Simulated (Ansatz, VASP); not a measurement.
## One calculation of Ba, two programs

POSCAR

```
Ba
1.0
   -2.5367939014      2.5367939014      2.5367939014
    2.5367939014     -2.5367939014      2.5367939014
    2.5367939014      2.5367939014     -2.5367939014
Ba
1
Direct
    0.0000000000      0.0000000000      0.0000000000
```

The input INCAR.step1:

```
PREC     = Accurate       # precision mode
ENCUT    = 520            # plane-wave cutoff, eV
ISMEAR   = 1              # smearing method
SIGMA    = 0.1            # smearing width, eV
LREAL    = False          # projectors in reciprocal space
LASPH    = True           # aspherical terms in the spheres
NELM     = 60             # most SCF steps
NBANDS   = 11             # bands
GGA      = PE             # functional
ALGO     = Normal         # electronic algorithm
EDIFF    = 1E-4           # SCF threshold, eV
LWAVE    = True           # write WAVECAR
LCHARG   = False          # write CHGCAR
```

Contents of INCAR.step2:

```
PREC     = Accurate       # precision mode
ENCUT    = 520            # plane-wave cutoff, eV
EDIFF    = 1E-6           # SCF threshold, eV
ISMEAR   = 1              # smearing method
SIGMA    = 0.1            # smearing width, eV
LREAL    = False          # projectors in reciprocal space
LASPH    = True           # aspherical terms in the spheres
NELM     = 60             # most SCF steps
ALGO     = Normal         # electronic algorithm
ISIF     = 2              # what is computed and relaxed
LWAVE    = False          # write WAVECAR
LCHARG   = False          # write CHGCAR
METAGGA  = R2SCAN         # meta-GGA
LMIXTAU  = True         
NBANDS   = 11             # bands
ISTART   = 1
```

KPOINTS

```
Automatic mesh
0
Gamma
  9 9 9
```

Input for Ansatz:

```yaml
crystal:
  lattice:
    - [-2.5367939014, 2.5367939014, 2.5367939014]
    - [2.5367939014, -2.5367939014, 2.5367939014]
    - [2.5367939014, 2.5367939014, -2.5367939014]
  atoms:
    - { symbol: Ba, position: [0.0, 0.0, 0.0] }
hamiltonian:
  xc: r2scan
  pseudopotentials:
    kind: paw
    azcp:
      Ba: "pseudopotentials/Ba.paw.azcp"
basis:
  ecutwfc: 500
  fft_grid_basis: typed
kpoints:
  mp_grid: { grid: [9, 9, 9], shift: [0, 0, 0] }
magnetization:
  spin_polarized: false
scf:
  occupations: { method: methfessel_paxton, width: 0.1 }
  lower_state_search: "off"
output:
  stress: true
```

Alike in both runs: task single point; functional r2SCAN; k mesh 9 × 9 × 9; occupations methfessel-paxton of order 1, width 0.1 eV; no spin polarisation.

|  | VASP | Ansatz |
| --- | --- | --- |
| version | VASP 6.6.1 | Ansatz 0.2.0 |
| potentials or method | VASP PAW PBE potentials, release 64 (Ba_sv), cutoff 520 eV | plane waves (500 eV) with PAW, scalar-relativistic |
| valence electrons in the cell | 10 | 10 |

|  | VASP | Ansatz | Ansatz less VASP |
| --- | --- | --- | --- |
| pressure (GPa) | 0.0 | 0.0 | -0.05 |

VASP's potentials were made for PBE, not for r2SCAN.

Neither program's run includes spin-orbit coupling.
